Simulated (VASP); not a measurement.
Wanted: the native input for a VASP 6.6.1 run.

| Item | Value |
| --- | --- |
| Task | single point |
| Functional | LDA |
| Potentials or basis | VASP PAW LDA potentials, release 64 (Co, Mo_sv) |
| Cutoff | 520 eV |
| k mesh | 14 × 14 × 8 |
| Occupations | fermi-dirac, width 0.05 eV |
| Spin | collinear spin, ferromagnetic start |
| Starting moments | [0.53, 0.0] μB |
| Fixed moment | 0.53 μB |
| Dipole correction | no |
| Further INCAR settings | ALGO = Normal; EDIFF = 1e-07; NBANDS = 22 |

The structure of CoMo lies in POSCAR:

```
CoMo
1.0
    2.6949279053      0.0000000000      0.0000000000
   -1.3474639526      2.3338760273      0.0000000000
    0.0000000000      0.0000000000      4.1836180000
Co Mo
1 1
Direct
    0.6666666667      0.3333333333      0.5000000000
    0.3333333333      0.6666666667      0.0000000000
```

One way to write it, as run:

INCAR

```
SYSTEM = CoMo
PREC = Accurate ; ENCUT = 520
EDIFF = 1E-7 ; ISMEAR = -1
SIGMA = 0.05 ; LREAL = .FALSE.
LASPH = .TRUE. ; NELM = 150
ALGO = Normal ; ISIF = 2
LWAVE = .FALSE. ; LCHARG = .TRUE.
ISPIN = 2 ; MAGMOM = 0.53 0
LORBIT = 11 ; NUPDOWN = 0.53
LMAXMIX = 4 ; LELF = .TRUE.
LVHAR = .TRUE. ; NBANDS = 22
```

KPOINTS

```
regular mesh
0
G
  14 14 8
  0 0 0
```

Potentials or basis: VASP PAW LDA potentials, release 64 (Co, Mo_sv).

Command:

```bash
$ cat potpaw_LDA.64/Co/POTCAR potpaw_LDA.64/Mo_sv/POTCAR > POTCAR
$ mpirun -np 1 vasp_std > vasp.out
```

Results of the run:

The pressure is -12.3 GPa and the net moment is 0.53 μB per cell. The site moments are Co +0.53; Mo +0.00 μB and the valence electrons inside the program's atomic spheres are Co 8.28; Mo 12.62.

Caveat: the cell stands under tension; the total moment is fixed, so each spin has its own Fermi level and the state may be an excited one.

Run time: 70 s on 1 thread of AMD EPYC 9R45 96-Core Processor (Zen 5), with other jobs on the host, peak memory 0.19 GiB.
